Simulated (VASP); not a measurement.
# GaN in VASP: notebook

GaN is run at these levels: PBE; tasks: single point.

Everything below comes from runs of VASP 6.6.1. Logs are shortened: lines on timing, memory, paths and dates and some standing lists are left out, and cuts for length are marked.

## 1. The cell of the first run

The cell holds a wire or tube with vacuum around it, 4 atoms: a = 10.900 Å, b = 9.300 Å, c = 3.545 Å, α = 90.00°, β = 90.00°, γ = 90.00°.

## 2. Single point, PBE, collinear spin, ferromagnetic start

Contents of INCAR:

```
SYSTEM = GaN
ALGO = Normal ; EDIFF = 1E-6
ENCUT = 520 ; GGA = PE
GGA_COMPAT = .FALSE. ; ISIF = 2
ISMEAR = 0 ; ISPIN = 2
LASPH = .TRUE. ; LCHARG = .FALSE.
LORBIT = 11 ; LREAL = .FALSE.
LWAVE = .FALSE. ; MAGMOM = 0.5 0.5 0.5 0.5
NBANDS = 30 ; NELM = 200
PREC = Accurate ; SIGMA = 0.05
```

Contents of KPOINTS:

```
k-points
0
G
  1 1 18
  0 0 0
```

Contents of POSCAR:

```
GaN
1.0
   10.9000000000      0.0000000000      0.0000000000
    0.0000000000      9.3000000000      0.0000000000
    0.0000000000      0.0000000000      3.5451869580
Ga N
2 2
Direct
    0.4146227911      0.5000000000      0.0000000000
    0.5853772089      0.5000000000      0.5000000000
    0.4146227911      0.5000000000      0.5000000000
    0.5853772089      0.5000000000      0.0000000000
```

Potentials or basis: VASP PAW PBE potentials, release 64 (Ga_d, N).

Run with:

```
$ cat potpaw_PBE.64/Ga_d/POTCAR potpaw_PBE.64/N/POTCAR > POTCAR
$ mpirun -np 1 vasp_std > vasp.out
```

OUTCAR:

```text
SYSTEM = GaN
   EDIFF = 1E-6
   ENCUT = 520
   GGA = PE
   ISIF = 2
   ISMEAR = 0
   ISPIN = 2
   LASPH = .TRUE.
   LORBIT = 11
   LREAL = .FALSE.
   NELM = 200
   PREC = Accurate

 ion  position               nearest neighbor table
   1  0.415  0.500  0.000-   3 1.77   3 1.77   4 1.86   2 2.57   2 2.57
   2  0.585  0.500  0.500-   4 1.77   4 1.77   3 1.86   1 2.57   1 2.57
   3  0.415  0.500  0.500-   1 1.77   1 1.77   2 1.86
   4  0.585  0.500  0.000-   2 1.77   2 1.77   1 1.86

  LATTYP: Found a simple orthorhombic cell.
 ALAT       =     3.5451869580
 B/A-ratio  =     2.6232749105
 C/A-ratio  =     3.0745910241

  Lattice vectors:

 A1 = (   0.0000000000,   0.0000000000,  -3.5451869580)
 A2 = (   0.0000000000,   9.3000000000,   0.0000000000)
 A3 = (  10.9000000000,   0.0000000000,   0.0000000000)

Analysis of symmetry for initial positions (statically):
=====================================================================
 Subroutine PRICEL returns:
 Original cell was already a primitive cell.

 Routine SETGRP: Setting up the symmetry group for a
 simple orthorhombic supercell.

 Subroutine GETGRP returns: Found  8 space group operations
 (whereof  4 operations were pure point group operations)
 out of a pool of  8 trial point group operations.

The static configuration has the point symmetry C_2v.
 The point group associated with its full space group is D_2h.

Analysis of symmetry for dynamics (positions and initial velocities):
=====================================================================
 Subroutine PRICEL returns:
 Original cell was already a primitive cell.

 Routine SETGRP: Setting up the symmetry group for a
 simple orthorhombic supercell.

 Subroutine GETGRP returns: Found  8 space group operations
 (whereof  4 operations were pure point group operations)
 out of a pool of  8 trial point group operations.

The dynamic configuration has the point symmetry C_2v.
 The point group associated with its full space group is D_2h.

Analysis of structural, dynamic, and magnetic symmetry:
=====================================================================
 Subroutine PRICEL returns:
 Original cell was already a primitive cell.

 Routine SETGRP: Setting up the symmetry group for a
 simple orthorhombic supercell.

 Subroutine GETGRP returns: Found  8 space group operations
[... 118 lines left out ...]
   GGA     = PE    functional components
   LHFCALC =     F    Hartree Fock is set to
   AEXX    =    0.0000 exact exchange contribution
   IVDW    =     0    specifies the selected vdW correction
   LEPSILON=     F    determine dielectric tensor
   LRPA    =     F    only Hartree local field effects (RPA)
 spin polarized calculation
 Gauss-broadening in eV      SIGMA  =   0.05
  energy-cutoff  :      520.00
  volume of cell :      359.38
 maximum number of plane-waves:      9743
 NGX is ok and might be reduce to    84
   NGX = 41   NGY = 35   NGZ = 13

 number of electron      36.0000014 magnetization      -0.0000410

 number of electron      36.0000014 magnetization       0.0000044

 Free energy of the ion-electron system (eV)
  ---------------------------------------------------
  ext. energy  EPLUGINS =         0.00000000
  ---------------------------------------------------
  free energy    TOTEN  =       -19.50631633 eV

  energy without entropy =      -19.50631633  energy(sigma->0) =      -19.50631633

 E-fermi :  -3.5435     XC(G=0):  -2.5915

 val. band max:       -3.7700895478   @ k =   0.0000   0.0000   0.3333
 cond. band min:      -1.9031322351   @ k =   0.0000   0.0000   0.0000
 fundamental gap:      1.8669573128
 Fermi energy:        -3.5434953833

 spin component 1

 k-point     1 :       0.0000    0.0000    0.0000
  band No.  band energies     occupation
      1     -20.3794      1.00000
      2     -19.7364      1.00000
      3     -17.6228      1.00000
      4     -17.5534      1.00000
      5     -17.4850      1.00000
      6     -17.4799      1.00000
[... 319 lines left out ...]
     29       5.0474      0.00000
     30       5.0474      0.00000
 Fermi energy:        -3.5434953833

 spin component 2

 k-point     1 :       0.0000    0.0000    0.0000
  band No.  band energies     occupation
      1     -20.3794      1.00000
      2     -19.7364      1.00000
      3     -17.6228      1.00000
      4     -17.5534      1.00000
      5     -17.4850      1.00000
      6     -17.4799      1.00000
[... 319 lines left out ...]
     29       5.0486      0.00000
     30       5.0486      0.00000

------------------------ aborting loop because EDIFF is reached ----------------------------------------

  FORCE on cell =-STRESS in cart. coord.  units (eV):
  Direction    XX          YY          ZZ          XY          YZ          ZX
  --------------------------------------------------------------------------------------
  -------------------------------------------------------------------------------------
  Total        9.4702977     -0.0128974      9.7928123      0.0000000      0.0000000      0.0000000
  in kB       42.2207188     -0.0574995     43.6585614      0.0000000      0.0000000      0.0000000
  external PRESSURE =      28.6072602 kB  Pullay stress =       0.0000000 kB

 VOLUME and BASIS-vectors are now :
 -----------------------------------------------------------------------------
  energy-cutoff  :      520.00
  volume of cell :      359.38
      direct lattice vectors                 reciprocal lattice vectors
    10.900000000  0.000000000  0.000000000     0.091743119  0.000000000  0.000000000
     0.000000000  9.300000000  0.000000000     0.000000000  0.107526882  0.000000000
     0.000000000  0.000000000  3.545186958     0.000000000  0.000000000  0.282072571

 POSITION                                       TOTAL-FORCE (eV/Angst)
 -----------------------------------------------------------------------------------
      4.51939      4.65000      0.00000        -2.350273      0.000000      0.000000
      6.38061      4.65000      1.77259         2.350273      0.000000      0.000000
      4.51939      4.65000      1.77259        -2.756176      0.000000      0.000000
      6.38061      4.65000      0.00000         2.756176      0.000000      0.000000
 -----------------------------------------------------------------------------------
    total drift:                                0.000000     -0.000000     -0.000000

  FREE ENERGIE OF THE ION-ELECTRON SYSTEM (eV)
  ---------------------------------------------------
  free  energy   TOTEN  =       -19.5063163270 eV

  energy  without entropy=      -19.5063163270  energy(sigma->0) =      -19.50631633

 total charge

# of ion       s       p       d       tot
------------------------------------------
    1        0.866   0.960  10.223  12.049
    2        0.866   0.960  10.223  12.049
    3        1.236   2.552   0.000   3.788
    4        1.236   2.552   0.000   3.788
--------------------------------------------------
tot          4.203   7.024  20.447  31.674

 magnetization (x)

# of ion       s       p       d       tot
------------------------------------------
    1        0.000  -0.000   0.000  -0.000
    2        0.000  -0.000   0.000  -0.000
    3       -0.000   0.000   0.000   0.000
    4       -0.000   0.000   0.000   0.000
--------------------------------------------------
tot         -0.000   0.000   0.000   0.000
```

OSZICAR:

```text
N       E                     dE             d eps       ncg     rms          rms(c)
DAV:   1     0.262199499191E+03    0.26220E+03   -0.15148E+04  1296   0.101E+03
DAV:   2     0.284907812915E+02   -0.23371E+03   -0.21925E+03  1442   0.251E+02
[... 19 lines left out ...]
DAV:  22    -0.195062964379E+02   -0.30576E-04   -0.41464E-06  1166   0.837E-03    0.183E-03
DAV:  23    -0.195063064702E+02   -0.10032E-04   -0.17106E-06  1240   0.619E-03    0.120E-03
DAV:  24    -0.195063116597E+02   -0.51895E-05   -0.48098E-07   966   0.380E-03    0.133E-03
DAV:  25    -0.195063147088E+02   -0.30491E-05   -0.35174E-07   934   0.251E-03    0.421E-04
DAV:  26    -0.195063162024E+02   -0.14937E-05   -0.16102E-07   936   0.182E-03    0.164E-04
DAV:  27    -0.195063163270E+02   -0.12456E-06   -0.57400E-08   990   0.108E-03
   1 F= -.19506316E+02 E0= -.19506316E+02  d E =-.377107E-11  mag=     0.0000
```

stdout:

```text
POSCAR found type information on POSCAR GaN
 POSCAR found :  2 types and       4 ions
 scaLAPACK will be used
 LDA part: xc-table for (Slater+PW92), standard interpolation
 POSCAR, INCAR and KPOINTS ok, starting setup
 FFT: planning ... GRIDC
 FFT: planning ... GRID_SOFT
 FFT: planning ... GRID
 WAVECAR not read
 entering main loop
```

It took 4 min on 1 thread of Intel Xeon 6975P-C (Granite Rapids), shared host; peak memory 0.59 GiB.

Results:

| Quantity | Value |
| --- | --- |
| Free energy | -19.5063 eV |
| Largest force | 2.756 eV/Å |
| Band gap on the k mesh | 1.87 eV (least direct gap 2.40 eV) |
| Net moment | 0.00 μB per cell |
| Valence electrons inside the program's atomic spheres | Ga 12.05; N 3.79 |

Forces on the atoms (eV/Å):
```
Ga  -2.350  0.000  0.000
Ga   2.350  0.000  0.000
N   -2.756  0.000  0.000
N    2.756  0.000  0.000
```

## 3. Single point, PBE, collinear spin, ferromagnetic start

This run uses another cell than the first one.

Contents of INCAR:

```
SYSTEM = GaN
PREC = Accurate ; ENCUT = 520
EDIFF = 1E-6 ; ISMEAR = 0
SIGMA = 0.05 ; LREAL = .False.
LASPH = .True. ; NELM = 200
ALGO = Normal ; ISIF = 2
LWAVE = .False. ; LCHARG = .True.
ISPIN = 2 ; MAGMOM = 0.5 0.5 0.5 0.5
LORBIT = 11 ; GGA = PE
LELF = .True. ; LVHAR = .True.
NBANDS = 30 ; GGA_COMPAT = .False.
```

Contents of KPOINTS:

```
regular mesh
0
Gamma
  1 1 18
  0 0 0
```

Contents of POSCAR:

```
GaN
1.0
   10.9000000000      0.0000000000      0.0000000000
    0.0000000000      9.3000000000      0.0000000000
    0.0000000000      0.0000000000      3.6165077532
Ga N
2 2
Direct
    0.4090342200      0.5000000000      0.0000000000
    0.5909657800      0.5000000000      0.5000000000
    0.4031902119      0.5000000000      0.5000000000
    0.5968097881      0.5000000000      0.0000000000
```

Potentials or basis: VASP PAW PBE potentials, release 64 (Ga_d, N).

Run with:

```
$ cat potpaw_PBE.64/Ga_d/POTCAR potpaw_PBE.64/N/POTCAR > POTCAR
$ mpirun -np 1 vasp_std > vasp.out
```

Run time: 3.7 min. Hardware: 1 thread of Intel Xeon 6975P-C (Granite Rapids), shared host; peak memory 0.59 GiB.

It converged, with:

```yaml
Free_energy: -20.0220 eV
Largest_force: 0.034 eV/Å
Band_gap_on_the_k_mesh: 1.47 eV (least direct gap 2.04 eV)
Net_moment: 0.00 μB per cell
Valence_electrons_inside_the_program's_atomic_spheres: Ga 11.81; N 3.70
```

Forces on the atoms (eV/Å):
```
Ga  -0.034  0.000  0.000
Ga   0.034  0.000  0.000
N   -0.019  0.000  0.000
N    0.019  0.000  0.000
```

Levels at points of the mesh, in eV from the valence-band top:
Spin up:
```tsv
k point	band 15	band 16	band 17	band 18	band 19	band 20	band 21	band 22
(0.00, 0.00, 0.00)	-2.70	-2.58	-1.65	-0.58	1.47	3.27	4.86	5.25
(0.00, 0.00, 0.50)	-0.77	-0.77	-0.49	-0.49	4.03	4.03	5.09	5.09
```
Spin down:
```csv
k point,band 15,band 16,band 17,band 18,band 19,band 20,band 21,band 22
"(0.00, 0.00, 0.00)",-2.70,-2.58,-1.65,-0.58,1.47,3.27,4.87,5.26
"(0.00, 0.00, 0.50)",-0.77,-0.77,-0.49,-0.49,4.03,4.03,5.09,5.09
```
